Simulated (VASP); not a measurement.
# HfN (P1) in VASP: relaxation of the atoms with LDA

Aim: the relaxation of the atoms of HfN with LDA.

All numbers are computed with VASP 6.6.1; they aren't measurements. Logs are shortened: lines on timing, memory, paths and dates and some standing lists are left out, and cuts for length are marked.

## 1. The cell of the first run

The typed cell holds 2 atoms: a = 3.415 Å, b = 3.415 Å, c = 3.415 Å, α = 60.00°, β = 60.00°, γ = 60.00°.

## 2. Relaxation of the atoms, LDA

INCAR

```
PREC = Accurate ; ENCUT = 520
EDIFF = 1E-6 ; ISMEAR = 0
SIGMA = 0.15 ; LREAL = False
LASPH = True ; NELM = 80
ALGO = Normal ; ISIF = 2
LWAVE = False ; LCHARG = False
GGA = CA ; IBRION = 2
NSW = 100 ; EDIFFG = -0.01
LUSENCCL = False
```

KPOINTS

```
regular mesh
0
Gamma
  12 12 12
```

POSCAR

```
HfN
1.0
    0.0000000000      2.4146129775      2.4146129775
    2.4146129775      0.0000000000      2.4146129775
    2.4146129775      2.4146129775      0.0000000000
Hf N
1 1
Direct
    0.0145462120     -0.0831942431      0.0147589464
    0.7354537880      0.8331942431      0.7352410536
```

Potentials or basis: VASP PAW LDA potentials, release 64 (Hf_pv, N).

On the command line:

```
cat potpaw_LDA.64/Hf_pv/POTCAR potpaw_LDA.64/N/POTCAR > POTCAR
mpirun -np 1 vasp_std > vasp.out
```

OUTCAR:

```text
PREC = Accurate
   ENCUT = 520
   EDIFF = 1E-6
   ISMEAR = 0
   LREAL = False
   LASPH = True
   NELM = 80
   ISIF = 2
   GGA = CA
   IBRION = 2
   NSW = 100
   EDIFFG = -0.01

 ion  position               nearest neighbor table
   1  0.015  0.917  0.015-   2 1.83   2 2.07   2 2.07   2 2.56
   2  0.735  0.833  0.735-   1 1.83   1 2.07   1 2.07   1 2.56

  LATTYP: Found a face centered cubic cell.
 ALAT       =     4.8292259550

  Lattice vectors:

 A1 = (   0.0000000000,   2.4146129775,   2.4146129775)
 A2 = (   2.4146129775,   0.0000000000,   2.4146129775)
 A3 = (   2.4146129775,   2.4146129775,   0.0000000000)

Analysis of symmetry for initial positions (statically):
=====================================================================
 Subroutine PRICEL returns:
 Original cell was already a primitive cell.

 Routine SETGRP: Setting up the symmetry group for a
 face centered cubic supercell.

 Subroutine GETGRP returns: Found  1 space group operations
 (whereof  1 operations were pure point group operations)
 out of a pool of 48 trial point group operations.

The static configuration has the point symmetry C_1 .

Analysis of symmetry for dynamics (positions and initial velocities):
=====================================================================
 Subroutine PRICEL returns:
 Original cell was already a primitive cell.

 Routine SETGRP: Setting up the symmetry group for a
 face centered cubic supercell.

 Subroutine GETGRP returns: Found  1 space group operations
 (whereof  1 operations were pure point group operations)
 out of a pool of 48 trial point group operations.

The dynamic configuration has the point symmetry C_1 .

 Subroutine INISYM returns: Found  1 space group operations
 (whereof  1 operations are pure point group operations),
 and found     1 'primitive' translations

----------------------------------------------------------------------------------------

                                     Primitive cell

  volume of cell :      28.1561

  direct lattice vectors                    reciprocal lattice vectors
     0.000000000  2.414612978  2.414612978    -0.207072522  0.207072522  0.207072522
     2.414612978  0.000000000  2.414612978     0.207072522 -0.207072522  0.207072522
     2.414612978  2.414612978  0.000000000     0.207072522  0.207072522 -0.207072522

  length of vectors
     3.414778421  3.414778421  3.414778421     0.358660130  0.358660130  0.358660130

  position of ions in fractional coordinates (direct lattice)
     0.014546212  0.916805757  0.014758946
     0.735453788  0.833194243  0.735241054

  ion indices of the primitive-cell ions
   primitive index   ion index
                 1           1
                 2           2

----------------------------------------------------------------------------------------

 KPOINTS: regular mesh

Automatic generation of k-mesh.
 Grid dimensions read from file:
 generate k-points for:   12   12   12

 Generating k-lattice:

  Cartesian coordinates                     Fractional coordinates (reciprocal lattice)
    -0.017256044  0.017256044  0.017256044     0.083333333  0.000000000  0.000000000
     0.017256044 -0.017256044  0.017256044     0.000000000  0.083333333  0.000000000
     0.017256044  0.017256044 -0.017256044     0.000000000  0.000000000  0.083333333

  Length of vectors
     0.029888344  0.029888344  0.029888344

  Shift w.r.t. Gamma in fractional coordinates (k-lattice)
     0.000000000  0.000000000  0.000000000

 Subroutine IBZKPT returns following result:
 ===========================================

 Found    868 irreducible k-points:

 Following reciprocal coordinates:
            Coordinates               Weight
  0.000000  0.000000  0.000000      1.000000
  0.083333  0.000000  0.000000      2.000000
  0.000000  0.083333  0.000000      2.000000
  0.000000  0.000000  0.083333      2.000000
  0.083333  0.083333  0.083333      2.000000
  0.166667  0.000000  0.000000      2.000000
[... 16 lines left out ...]
  0.000000  0.500000  0.000000      1.000000
  0.000000  0.000000  0.500000      1.000000
 [... further k-points ...]
   k-points           NKPTS =    868   k-points in BZ     NKDIM =    868   number of bands    NBANDS=     11
   number of dos      NEDOS =    301   number of ions     NIONS =      2
   total plane-waves  NPLWV =  21952
   dimension x,y,z NGX =    28 NGY =   28 NGZ =   28
   dimension x,y,z NGXF=    56 NGYF=   56 NGZF=   56
   ions per type =               1   1
   NGX,Y,Z   is equivalent  to a cutoff of  13.63, 13.63, 13.63 a.u.
   NGXF,Y,Z  is equivalent  to a cutoff of  27.26, 27.26, 27.26 a.u.
 SYSTEM =  unknown system
   PREC   = accura    normal or accurate (medium, high low for compatibility)
   ISTART =      0    job   : 0-new  1-cont  2-samecut
   ICHARG =      2    charge: 1-file 2-atom 10-const
   ISPIN  =      1    spin polarized calculation?
   LNONCOLLINEAR =      F non collinear calculations
   LSORBIT =      F    spin-orbit coupling
   LASPH  =      T    aspherical Exc in radial PAW
   ENCUT  =  520.0 eV  38.22 Ry    6.18 a.u.   6.35  6.35  6.35*2*pi/ulx,y,z
   NELM   =     80;   NELMIN=  2; NELMDL= -5     # of ELM steps
   EDIFF  = 0.1E-05   stopping-criterion for ELM
   LREAL  =      F    real-space projection
   EDIFFG = -.1E-01   stopping-criterion for IOM
   NSW    =    100    number of steps for IOM
   IBRION =      2    ionic relax: 0-MD 1-quasi-New 2-CG
   NFREE  =      1    steps in history (QN), initial steepest desc. (CG)
   ISIF   =      2    stress and relaxation
   ISYM   =      2    0-nonsym 1-usesym 2-fastsym
   POTIM  = 0.5000    time-step for ionic-motion
   TEBEG  =    0.0;   TEEND  =   0.0 temperature during run
   PSTRESS=    0.0 pullay stress
   NELECT =      15.0000    total number of electrons
   NUPDOWN=      -1.0000    fix difference up-down
   EMIN   =  10.00;   EMAX   =-10.00  energy-range for DOS
   EFERMI =   0.00;   METHOD = LEGACY
   ISMEAR =     0;   SIGMA  =   0.15  broadening in eV -4-tet -1-fermi 0-gaus
   EFERMI_NEDOS =   21; number of points for ismear=-14 and -15
   IALGO  =     38    algorithm
   IMIX   =      4    mixing-type and parameters
     AMIX     =   0.40;   BMIX     =  1.00
     AMIX_MAG =   1.60;   BMIX_MAG =  1.00
  volume/ion in A,a.u.               =      14.08        95.00
  Fermi-wavevector in a.u.,A,eV,Ry     =   1.327133  2.507917 23.963690  1.761282
  Thomas-Fermi vector in A             =   2.456468
   LORBIT       =      0    0 simple, 1 ext, 2 COOP (PROOUT), +10 PAW based schemes
   GGA     = CA    functional components
   LHFCALC =     F    Hartree Fock is set to
   AEXX    =    0.0000 exact exchange contribution
   IVDW    =     0    specifies the selected vdW correction
   LEPSILON=     F    determine dielectric tensor
   LRPA    =     F    only Hartree local field effects (RPA)
 conjugate gradient relaxation of ions
 non-spin polarized calculation
 Gauss-broadening in eV      SIGMA  =   0.15
  energy-cutoff  :      520.00
  volume of cell :       28.16
 maximum number of plane-waves:       769
 NGX is ok and might be reduce to    28
   NGX = 13   NGY = 13   NGZ = 13

--------------------------------------- Ionic step        1  -------------------------------------------

 number of electron      15.0000000 magnetization

 Free energy of the ion-electron system (eV)
  ---------------------------------------------------
  ext. energy  EPLUGINS =         0.00000000
  ---------------------------------------------------
  free energy    TOTEN  =       -21.93743409 eV

  energy without entropy =      -21.92772686  energy(sigma->0) =      -21.93258048

------------------------ aborting loop because EDIFF is reached ----------------------------------------

  FORCE on cell =-STRESS in cart. coord.  units (eV):
  Direction    XX          YY          ZZ          XY          YZ          ZX
  --------------------------------------------------------------------------------------
  -------------------------------------------------------------------------------------
  Total        2.4295554      4.6963111      2.4176353      3.6713442      3.6525484      0.8359324
  in kB      138.2498949    267.2359307    137.5715979    208.9118614    207.8423151     47.5673741
  external PRESSURE =     181.0191411 kB  Pullay stress =       0.0000000 kB
[... 89 lines left out ...]
  FREE ENERGIE OF THE ION-ELECTRON SYSTEM (eV)
  ---------------------------------------------------
  free  energy   TOTEN  =       -22.4619141458 eV

  energy  without entropy=      -22.4490637986  energy(sigma->0) =      -22.45548897

[... ionic steps 4 to 7 ...]

--------------------------------------- Ionic step        8  -------------------------------------------

 number of electron      15.0000001 magnetization

------------------------ aborting loop because EDIFF is reached ----------------------------------------

  FORCE on cell =-STRESS in cart. coord.  units (eV):
  Direction    XX          YY          ZZ          XY          YZ          ZX
  --------------------------------------------------------------------------------------
  -------------------------------------------------------------------------------------
  Total       -0.0055562     -0.0058295     -0.0055883      0.0399019      0.0366143     -0.0608808
  in kB       -0.3161659     -0.3317181     -0.3179944      2.2705524      2.0834787     -3.4643246
  external PRESSURE =      -0.3219595 kB  Pullay stress =       0.0000000 kB
[... 57 lines left out ...]
  energy  without entropy=      -23.0492109839  energy(sigma->0) =      -23.05484471

--------------------------------------- Ionic step       10  -------------------------------------------

 number of electron      15.0000001 magnetization

 Free energy of the ion-electron system (eV)
  ---------------------------------------------------
  ext. energy  EPLUGINS =         0.00000000
  ---------------------------------------------------
  free energy    TOTEN  =       -23.06077141 eV

  energy without entropy =      -23.04946956  energy(sigma->0) =      -23.05512049

 E-fermi :   5.9661     XC(G=0): -11.7421

 val. band max:        5.9643139771   @ k =   0.0833   0.0833   0.0000
 cond. band min:       6.0079018759   @ k =  -0.3333   0.4167  -0.3333
 fundamental gap:      0.0435878988
 Fermi energy:         5.9661139860

 k-point     1 :       0.0000    0.0000    0.0000
  band No.  band energies     occupation
      1     -24.8022      2.00000
      2     -24.8021      2.00000
      3     -24.8021      2.00000
      4     -10.2002      2.00000
      5       0.2794      2.00000
      6       0.2805      2.00000
      7       0.2817      2.00000
      8       5.4644      2.00000
      9       8.2007      0.00000
     10       8.2007      0.00000
     11      12.8329      0.00000
[... 309 lines left out ...]
 k-point    24 :       0.0000    0.0000    0.5000
  band No.  band energies     occupation
      1     -25.3866      2.00000
      2     -24.8799      2.00000
      3     -24.8797      2.00000
      4      -8.9776      2.00000
      5       0.1994      2.00000
      6       0.9096      2.00000
      7       0.9116      2.00000
      8       7.5986      0.00000
      9       8.7522      0.00000
     10       8.7579      0.00000
     11      10.3964      0.00000

 [... further k-points ...]
[... 5 lines left out ...]
  --------------------------------------------------------------------------------------
  -------------------------------------------------------------------------------------
  Total       -0.0064650     -0.0064757     -0.0064659     -0.0004086     -0.0001262      0.0107521
  in kB       -0.3678831     -0.3684909     -0.3679339     -0.0232509     -0.0071810      0.6118289
  external PRESSURE =      -0.3681027 kB  Pullay stress =       0.0000000 kB
[... 17 lines left out ...]
  FREE ENERGIE OF THE ION-ELECTRON SYSTEM (eV)
  ---------------------------------------------------
  free  energy   TOTEN  =       -23.0607714141 eV

  energy  without entropy=      -23.0494695590  energy(sigma->0) =      -23.05512049

 reached required accuracy - stopping structural energy minimisation
```

It took 20 min on 1 × NVIDIA H100 80GB with 1 thread of AMD EPYC 7R13 (Zen 3), shared host; peak memory 1.5 GiB.

Results:

* Free energy: -23.0608 eV
* Energy gained by relaxing: 561.7 meV/atom
* Ionic steps: 10
* Pressure after relaxing: 0.0 GPa
* Largest force after relaxing: 0.010 eV/Å
* Band gap on the k mesh: zero (an odd number of electrons rules out a gap without spin polarisation)

Forces on the atoms (eV/Å):
```
Hf   0.001  0.010  0.000
N   -0.001 -0.010  0.000
```

Stress tensor (GPa, compression positive):
```
-0.04  0.00  0.06
 0.00 -0.04  0.00
 0.06  0.00 -0.04
```

Step by step:
| step | energy change (eV) | largest force (eV/Å) | pressure (GPa) |
| --- | --- | --- | --- |
| 1 | 0.0000 | 5.0626 | 18.10 |
| 2 | -0.1944 | 5.0036 | 15.21 |
| 3 | -0.5245 | 2.6414 | 9.93 |
| 4 | -1.0402 | 1.4811 | 1.42 |
| 5 | -1.1006 | 0.7413 | 0.37 |
| 6 | -1.1009 | 0.7262 | 0.37 |
| 7 | -1.1227 | 0.1193 | -0.03 |
| 8 | -1.1231 | 0.0825 | -0.03 |
| 9 | -1.1230 | 0.0833 | -0.03 |
| 10 | -1.1233 | 0.0099 | -0.04 |

Final structure:
```xyz
2
Lattice="0.0000 2.4146 2.4146 2.4146 0.0000 2.4146 2.4146 2.4146 0.0000" Properties=species:S:1:pos:R:3 pbc="T T T"
Hf    2.4146    4.8288    2.4146
N     3.6220    3.6223    3.6219
```

Levels at points of the mesh, in eV from the Fermi level:
```csv
k point,band 4,band 5,band 6,band 7,band 8,band 9,band 10,band 11
"(0.00, 0.00, 0.00)",-16.17,-5.69,-5.69,-5.68,-0.50,2.23,2.23,6.87
"(0.50, 0.00, 0.00)",-14.94,-5.77,-5.06,-5.05,1.63,2.79,2.79,4.43
"(0.00, 0.50, 0.00)",-14.94,-5.77,-5.05,-5.05,1.63,2.79,2.79,4.43
"(0.00, 0.00, 0.50)",-14.94,-5.77,-5.06,-5.05,1.63,2.79,2.79,4.43
"(0.50, 0.50, 0.50)",-14.94,-5.77,-5.05,-5.05,1.63,2.79,2.79,4.43
"(0.50, 0.50, 0.00)",-14.52,-7.19,-3.62,-3.62,-1.13,2.25,4.17,4.89
"(0.00, 0.50, 0.50)",-14.52,-7.19,-3.62,-3.62,-1.13,2.25,4.17,4.89
"(0.50, 0.00, 0.50)",-14.52,-7.19,-3.63,-3.62,-1.13,2.25,4.17,4.89
```

Caveat: spin-orbit coupling is left out, which moves the levels of the heavy elements.

The gap in the log of VASP goes by the Fermi energy; the results here count the filled bands.